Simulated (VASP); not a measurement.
**Be16Se3S13: single point with PBEsol**

Be16Se3S13:

```
Be S Se
1.0
     9.78597    0.00000    0.00000
     0.00000    9.78597    0.00000
     0.00000    0.00000    9.78597
Be S Se
32 26 6
Direct
  0.99981 0.99975 0.00102
  0.00989 0.99969 0.49959
  0.98972 0.49997 0.00018
  0.99979 0.49972 0.48903
  0.49982 0.99984 0.99957
  0.49942 0.99978 0.49926
  0.50039 0.49990 0.00082
  0.49979 0.49997 0.49949
  0.25644 0.24421 0.00509
  0.25145 0.24944 0.49973
  0.25566 0.75517 0.99560
  0.25654 0.75540 0.49418
  0.74852 0.24966 0.00034
  0.73831 0.24921 0.49881
  0.74745 0.75064 0.00062
  0.74372 0.74507 0.49510
  0.25110 0.00036 0.24889
  0.25182 0.99979 0.74975
  0.25638 0.49554 0.25365
  0.26110 0.49941 0.74964
  0.74405 0.99479 0.24388
  0.74357 0.00450 0.75480
  0.74778 0.49934 0.24869
  0.74335 0.50503 0.75448
  0.00477 0.25440 0.24323
  0.99977 0.23874 0.74925
  0.99484 0.75599 0.25381
  0.99995 0.74980 0.76031
  0.50028 0.24881 0.24958
  0.49920 0.24995 0.75066
  0.49934 0.74925 0.24799
  0.50047 0.75137 0.74888
  0.12695 0.12368 0.12478
  0.12968 0.12372 0.62491
  0.62338 0.12486 0.12367
  0.62074 0.12501 0.62620
  0.62445 0.62518 0.12489
  0.62209 0.62530 0.62483
  0.37816 0.37356 0.12618
  0.37818 0.37365 0.62355
  0.37671 0.87653 0.12476
  0.37690 0.87652 0.62465
  0.87196 0.37496 0.12505
  0.87318 0.87517 0.12362
  0.37568 0.12481 0.37453
  0.37683 0.12371 0.87521
  0.37800 0.62524 0.37436
  0.37942 0.62677 0.87515
  0.87327 0.12360 0.87790
  0.87193 0.62539 0.37179
  0.87052 0.62654 0.87778
  0.12828 0.37356 0.37304
  0.12842 0.87666 0.37323
  0.12694 0.87780 0.87649
  0.62197 0.37621 0.37329
  0.62333 0.37498 0.87656
  0.62201 0.87379 0.37317
  0.62323 0.87541 0.87638
  0.12565 0.62646 0.12602
  0.12789 0.62640 0.62360
  0.87252 0.37499 0.62484
  0.87342 0.87522 0.62604
  0.87472 0.12491 0.37207
  0.12661 0.37267 0.87623
```

```
Program                : VASP 6.6.1
Task                   : single point
Functional             : PBEsol
Potentials or basis    : VASP PAW PBE potentials, release 64 (Be, S, Se)
Cutoff                 : 500 eV
k mesh                 : 1 × 1 × 1, shifted
Occupations            : fermi-dirac, width 0.05 eV
Spin                   : no spin polarisation
Dipole correction      : no
Further INCAR settings : LREAL = Auto; ALGO = Normal; EDIFF = 1e-06; NBANDS = 166; ISYM = -1
```

```json
{"Pressure": "0.1 GPa", "Largest force": "0.031 eV/Å", "Band gap on the k mesh": "3.54 eV"}
```

Forces on the atoms (eV/Å):
```
Be  -0.002 -0.002 -0.001
Be   0.017  0.012  0.000
Be  -0.020 -0.011 -0.009
Be   0.005  0.001  0.000
Be  -0.006 -0.003  0.005
Be  -0.006  0.000  0.012
Be  -0.013 -0.008  0.008
Be  -0.004 -0.009 -0.009
Be  -0.021 -0.013 -0.002
Be  -0.010  0.000  0.001
Be  -0.005 -0.008  0.003
Be  -0.003 -0.005  0.001
Be   0.009  0.009  0.003
Be  -0.007  0.010  0.004
Be   0.020 -0.007 -0.003
Be  -0.003 -0.016  0.000
Be  -0.011 -0.014 -0.008
Be  -0.007 -0.005 -0.012
Be  -0.003 -0.005 -0.004
Be  -0.002 -0.010 -0.025
Be  -0.015  0.002 -0.011
Be  -0.013  0.002 -0.001
Be   0.004  0.006 -0.004
Be   0.014 -0.007  0.000
Be   0.006 -0.002 -0.004
Be  -0.003  0.004 -0.004
Be   0.005 -0.004  0.004
Be  -0.009 -0.014  0.001
Be  -0.004  0.010 -0.001
Be  -0.008 -0.014 -0.027
Be  -0.005 -0.008  0.006
Be  -0.004 -0.006 -0.004
S    0.011  0.005  0.007
S    0.014 -0.015 -0.002
S    0.006 -0.011 -0.005
S   -0.019  0.001  0.017
S    0.002 -0.004 -0.001
S   -0.010  0.010  0.000
S    0.026  0.006  0.007
S    0.010  0.008  0.019
S    0.011  0.014 -0.005
S    0.011  0.013  0.003
S   -0.006  0.005 -0.022
S    0.000  0.004 -0.008
S    0.000  0.014  0.007
S    0.010 -0.001  0.004
S    0.022  0.007  0.013
S    0.028 -0.002 -0.001
S    0.010 -0.002  0.005
S   -0.001  0.001  0.004
S   -0.015  0.019  0.014
S    0.009  0.002  0.005
S    0.000  0.009 -0.009
S   -0.004  0.021  0.004
S   -0.008  0.000  0.011
S    0.000  0.018  0.008
S   -0.001 -0.005 -0.006
S    0.004  0.012 -0.004
Se  -0.006  0.013  0.004
Se   0.009  0.008 -0.011
Se  -0.031 -0.003  0.000
Se  -0.001 -0.008  0.017
Se   0.008 -0.001 -0.009
Se   0.011 -0.024  0.016
```

Stress tensor (GPa, compression positive):
```
 0.14 -0.63 -0.63
-0.63  0.13 -0.62
-0.63 -0.62  0.12
```

Levels at points of the mesh, in eV from the valence-band top:
| k point | band 126 | band 127 | band 128 | band 129 | band 130 | band 131 |
| --- | --- | --- | --- | --- | --- | --- |
| (0.25, 0.25, 0.25) | -0.36 | -0.05 | 0.00 | 3.54 | 3.57 | 3.60 |

It took 2.9 min on 1 thread of AMD EPYC 9R45 96-Core Processor (Zen 5), with other jobs on the host, peak memory 0.74 GiB.

Caveat: the PAW data sets were made with another functional, which shifts forces and pressure a little; a shifted mesh leaves out Γ, where band edges can lie. A k mesh can miss the band edges.
